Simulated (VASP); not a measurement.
# BiS (R-3m) in VASP: single point with PBE

Aim: the single point of BiS with PBE.

Program: VASP 6.6.1. These are calculated values, not measurements. Logs are shortened: lines on timing, memory, paths and dates and some standing lists are left out, and cuts for length are marked.

### 1 The cell of the first run

Symmetry: R-3m, No. 166, trigonal system. The conventional cell has a = 3.832 Å, b = 3.832 Å, c = 11.914 Å, α = 90.00°, β = 90.00°, γ = 120.00°. Within 3.9 Å of Bi (site symmetry -3m) lie 6 S at 2.97 Å and 6 Bi at 3.83 Å. Within 3.9 Å of S (site symmetry -3m) lie 6 Bi at 2.97 Å and 6 S at 3.83 Å.

### 2 Single point, PBE

INCAR

```
PREC     = Accurate       # precision mode
ENCUT    = 520            # plane-wave cutoff, eV
EDIFF    = 1E-7           # SCF threshold, eV
ISMEAR   = -1             # smearing method
SIGMA    = 0.05           # smearing width, eV
LREAL    = F              # projectors in reciprocal space
LASPH    = T              # aspherical terms in the spheres
NELM     = 60             # most SCF steps
ALGO     = Normal         # electronic algorithm
ISIF     = 2              # what is computed and relaxed
LWAVE    = F              # write WAVECAR
LCHARG   = T              # write CHGCAR
GGA      = PE             # functional
LELF     = T              # ELF
LVHAR    = T            
NBANDS   = 18             # bands
```

KPOINTS

```
Automatic mesh
0
Gamma
  8 8 8
```

POSCAR

```
BiS
1.0
    1.9157648252      1.1060673356      3.9712479253
   -1.9157648252      1.1060673356      3.9712479253
    0.0000000000     -2.2121346770      3.9712479238
Bi S
1 1
Direct
    0.0000000000      0.0000000000      0.0000000000
    0.5000000000      0.5000000000      0.5000000000
```

Potentials or basis: VASP PAW PBE potentials, release 64 (Bi_d, S).

Launch:

```console
$ cat potpaw_PBE.64/Bi_d/POTCAR potpaw_PBE.64/S/POTCAR > POTCAR
$ mpirun -np 1 vasp_std > vasp.out
```

OUTCAR:

```text
PREC = Accurate
   ENCUT = 520
   EDIFF = 1E-7
   ISMEAR = -1
   LREAL = F
   LASPH = T
   NELM = 60
   ISIF = 2
   GGA = PE

 ion  position               nearest neighbor table
   1  0.000  0.000  0.000-   2 2.97   2 2.97   2 2.97   2 2.97   2 2.97   2 2.97
   2  0.500  0.500  0.500-   1 2.97   1 2.97   1 2.97   1 2.97   1 2.97   1 2.97

  LATTYP: Found a trigonal (rhomboedric) cell.
 ALAT       =     4.5458057482
 COS(alpha) =     0.6447839024

  Lattice vectors:

 A1 = (   1.9157648252,   1.1060673356,   3.9712479253)
 A2 = (  -1.9157648252,   1.1060673356,   3.9712479253)
 A3 = (   0.0000000000,  -2.2121346770,   3.9712479238)

Analysis of symmetry for initial positions (statically):
=====================================================================
 Subroutine PRICEL returns:
 Original cell was already a primitive cell.

 Routine SETGRP: Setting up the symmetry group for a
 trigonal (rhombohedral) supercell.

 Subroutine GETGRP returns: Found 12 space group operations
 (whereof 12 operations were pure point group operations)
 out of a pool of 12 trial point group operations.

The static configuration has the point symmetry D_3d.

Analysis of symmetry for dynamics (positions and initial velocities):
=====================================================================
 Subroutine PRICEL returns:
 Original cell was already a primitive cell.

 Routine SETGRP: Setting up the symmetry group for a
 trigonal (rhombohedral) supercell.

 Subroutine GETGRP returns: Found 12 space group operations
 (whereof 12 operations were pure point group operations)
 out of a pool of 12 trial point group operations.

The dynamic configuration has the point symmetry D_3d.

 Subroutine INISYM returns: Found 12 space group operations
 (whereof 12 operations are pure point group operations),
 and found     1 'primitive' translations

----------------------------------------------------------------------------------------

                                     Primitive cell

  volume of cell :      50.4896

  direct lattice vectors                    reciprocal lattice vectors
     1.915764825  1.106067336  3.971247925     0.260992369  0.150684014  0.083936672
    -1.915764825  1.106067336  3.971247925    -0.260992369  0.150684014  0.083936672
     0.000000000 -2.212134677  3.971247924     0.000000000 -0.301368029  0.083936672

  length of vectors
     4.545805748  4.545805748  4.545805748     0.312838702  0.312838702  0.312838702

  position of ions in fractional coordinates (direct lattice)
     0.000000000  0.000000000  0.000000000
     0.500000000  0.500000000  0.500000000

  ion indices of the primitive-cell ions
   primitive index   ion index
                 1           1
                 2           2

----------------------------------------------------------------------------------------

 KPOINTS: Automatic mesh

Automatic generation of k-mesh.
 Grid dimensions read from file:
 generate k-points for:    8    8    8

 Generating k-lattice:

  Cartesian coordinates                     Fractional coordinates (reciprocal lattice)
     0.032624046  0.018835502  0.010492084     0.125000000  0.000000000  0.000000000
    -0.032624046  0.018835502  0.010492084     0.000000000  0.125000000  0.000000000
     0.000000000 -0.037671004  0.010492084     0.000000000  0.000000000  0.125000000

  Length of vectors
     0.039104838  0.039104838  0.039104838

  Shift w.r.t. Gamma in fractional coordinates (k-lattice)
     0.000000000  0.000000000  0.000000000

 Subroutine IBZKPT returns following result:
 ===========================================

 Found     65 irreducible k-points:

 Following reciprocal coordinates:
            Coordinates               Weight
  0.000000  0.000000  0.000000      1.000000
  0.125000  0.000000  0.000000      6.000000
  0.250000  0.000000  0.000000      6.000000
  0.375000 -0.000000  0.000000      6.000000
  0.500000  0.000000  0.000000      3.000000
  0.125000  0.125000  0.000000      6.000000
[... 16 lines left out ...]
  0.250000  0.125000  0.125000      6.000000
  0.375000  0.125000  0.125000      6.000000
 [... further k-points ...]
   k-points           NKPTS =     65   k-points in BZ     NKDIM =     65   number of bands    NBANDS=     18
   number of dos      NEDOS =    301   number of ions     NIONS =      2
   total plane-waves  NPLWV =  46656
   dimension x,y,z NGX =    36 NGY =   36 NGZ =   36
   dimension x,y,z NGXF=    72 NGYF=   72 NGZF=   72
   ions per type =               1   1
   NGX,Y,Z   is equivalent  to a cutoff of  13.17, 13.17, 13.17 a.u.
   NGXF,Y,Z  is equivalent  to a cutoff of  26.33, 26.33, 26.33 a.u.
 SYSTEM =  unknown system
   PREC   = accura    normal or accurate (medium, high low for compatibility)
   ISTART =      0    job   : 0-new  1-cont  2-samecut
   ICHARG =      2    charge: 1-file 2-atom 10-const
   ISPIN  =      1    spin polarized calculation?
   LNONCOLLINEAR =      F non collinear calculations
   LSORBIT =      F    spin-orbit coupling
   LASPH  =      T    aspherical Exc in radial PAW
   ENCUT  =  520.0 eV  38.22 Ry    6.18 a.u.   8.45  8.45  8.45*2*pi/ulx,y,z
   NELM   =     60;   NELMIN=  2; NELMDL= -5     # of ELM steps
   EDIFF  = 0.1E-06   stopping-criterion for ELM
   LREAL  =      F    real-space projection
   EDIFFG = 0.1E-05   stopping-criterion for IOM
   NSW    =      0    number of steps for IOM
   IBRION =     -1    ionic relax: 0-MD 1-quasi-New 2-CG
   NFREE  =      0    steps in history (QN), initial steepest desc. (CG)
   ISIF   =      2    stress and relaxation
   ISYM   =      2    0-nonsym 1-usesym 2-fastsym
   POTIM  = 0.5000    time-step for ionic-motion
   TEBEG  =    0.0;   TEEND  =   0.0 temperature during run
   PSTRESS=    0.0 pullay stress
   NELECT =      21.0000    total number of electrons
   NUPDOWN=      -1.0000    fix difference up-down
   EMIN   =  10.00;   EMAX   =-10.00  energy-range for DOS
   EFERMI =   0.00;   METHOD = LEGACY
   ISMEAR =    -1;   SIGMA  =   0.05  broadening in eV -4-tet -1-fermi 0-gaus
   EFERMI_NEDOS =   21; number of points for ismear=-14 and -15
   IALGO  =     38    algorithm
   IMIX   =      4    mixing-type and parameters
     AMIX     =   0.40;   BMIX     =  1.00
     AMIX_MAG =   1.60;   BMIX_MAG =  1.00
  volume/ion in A,a.u.               =      25.24       170.36
  Fermi-wavevector in a.u.,A,eV,Ry     =   1.222026  2.309295 20.318240  1.493349
  Thomas-Fermi vector in A             =   2.357188
   LORBIT       =      0    0 simple, 1 ext, 2 COOP (PROOUT), +10 PAW based schemes
   GGA     = PE    functional components
   LHFCALC =     F    Hartree Fock is set to
   AEXX    =    0.0000 exact exchange contribution
   IVDW    =     0    specifies the selected vdW correction
   LEPSILON=     F    determine dielectric tensor
   LRPA    =     F    only Hartree local field effects (RPA)
 non-spin polarized calculation
  energy-cutoff  :      520.00
  volume of cell :       50.49
 maximum number of plane-waves:      1373
 NGX is ok and might be reduce to    36
   NGX = 17   NGY = 17   NGZ = 17

 number of electron      21.0000000 magnetization

 Free energy of the ion-electron system (eV)
  ---------------------------------------------------
  ext. energy  EPLUGINS =         0.00000000
  ---------------------------------------------------
  free energy    TOTEN  =        -8.25604349 eV

  energy without entropy =       -8.25047528  energy(sigma->0) =       -8.25325938

 E-fermi :   7.4612     XC(G=0): -10.0958

 val. band max:        7.4048920139   @ k =   0.2500   0.2500   0.0000
 cond. band min:       7.4655877900   @ k =  -0.2500  -0.2500   0.1250
 fundamental gap:      0.0606957762
 Fermi energy:         7.4611786445

 k-point     1 :       0.0000    0.0000    0.0000
  band No.  band energies     occupation
      1     -16.2832      2.00000
      2     -16.2434      2.00000
      3     -16.2434      2.00000
      4     -16.2356      2.00000
      5     -16.2356      2.00000
      6      -7.7718      2.00000
[... 10 lines left out ...]
     17      15.3002      0.00000
     18      15.4553      0.00000

 k-point     2 :       0.1250    0.0000    0.0000
  band No.  band energies     occupation
      1     -16.2786      2.00000
      2     -16.2438      2.00000
      3     -16.2394      2.00000
      4     -16.2378      2.00000
      5     -16.2346      2.00000
      6      -7.5954      2.00000
[... 10 lines left out ...]
     17      16.2518      0.00000
     18      16.3723      0.00000

 k-point     3 :       0.2500    0.0000    0.0000
  band No.  band energies     occupation
      1     -16.2716      2.00000
      2     -16.2481      2.00000
      3     -16.2412      2.00000
      4     -16.2411      2.00000
      5     -16.2150      2.00000
      6      -7.0877      2.00000
[... 10 lines left out ...]
     17      17.6913      0.00000
     18      18.3867      0.00000

 k-point     4 :       0.3750   -0.0000    0.0000
  band No.  band energies     occupation
      1     -16.2723      2.00000
      2     -16.2554      2.00000
      3     -16.2448      2.00000
      4     -16.2324      2.00000
      5     -16.1950      2.00000
      6      -6.3475      2.00000
[... 375 lines left out ...]
      4     -16.2353      2.00000
      5     -16.2353      2.00000
      6      -7.6473      2.00000
[... 10 lines left out ...]
     17      15.6170      0.00000
     18      16.0169      0.00000

 k-point    23 :       0.2500    0.1250    0.1250
  band No.  band energies     occupation
      1     -16.2769      2.00000
      2     -16.2440      2.00000
      3     -16.2381      2.00000
      4     -16.2376      2.00000
      5     -16.2353      2.00000
      6      -7.3918      2.00000
[... 10 lines left out ...]
     17      16.0073      0.00000
     18      17.1379      0.00000

 k-point    24 :       0.3750    0.1250    0.1250
  band No.  band energies     occupation
      1     -16.2707      2.00000
      2     -16.2465      2.00000
      3     -16.2413      2.00000
      4     -16.2413      2.00000
      5     -16.2154      2.00000
      6      -6.8217      2.00000
[... 10 lines left out ...]
     17      16.4860      0.00000
     18      18.2681      0.00000

 [... further k-points ...]
[... 5 lines left out ...]
  --------------------------------------------------------------------------------------
  -------------------------------------------------------------------------------------
  Total       -0.0228654     -0.0228654     -0.0109265      0.0000000     -0.0000000      0.0000000
  in kB       -0.7255825     -0.7255825     -0.3467278      0.0000000     -0.0000000      0.0000000
  external PRESSURE =      -0.5992976 kB  Pullay stress =       0.0000000 kB

 VOLUME and BASIS-vectors are now :
 -----------------------------------------------------------------------------
  energy-cutoff  :      520.00
  volume of cell :       50.49
      direct lattice vectors                 reciprocal lattice vectors
     1.915764825  1.106067336  3.971247925     0.260992369  0.150684014  0.083936672
    -1.915764825  1.106067336  3.971247925    -0.260992369  0.150684014  0.083936672
     0.000000000 -2.212134677  3.971247924     0.000000000 -0.301368029  0.083936672

 POSITION                                       TOTAL-FORCE (eV/Angst)
 -----------------------------------------------------------------------------------
      0.00000      0.00000      0.00000        -0.000000      0.000000      0.000000
      0.00000     -0.00000      5.95687         0.000000     -0.000000     -0.000000
 -----------------------------------------------------------------------------------
    total drift:                                0.000000      0.000000      0.000000

  FREE ENERGIE OF THE ION-ELECTRON SYSTEM (eV)
  ---------------------------------------------------
  free  energy   TOTEN  =        -8.2560434865 eV

  energy  without entropy=       -8.2504752758  energy(sigma->0) =       -8.25325938
```

Run time: 29 s. Hardware: 1 thread of Intel Xeon 6975P-C (Granite Rapids), shared host; peak memory 0.22 GiB.

Results:

```
Free energy : -8.2560 eV
Pressure    : -0.1 GPa
```

Caveat: spin-orbit coupling is left out, which moves the levels of the heavy elements.
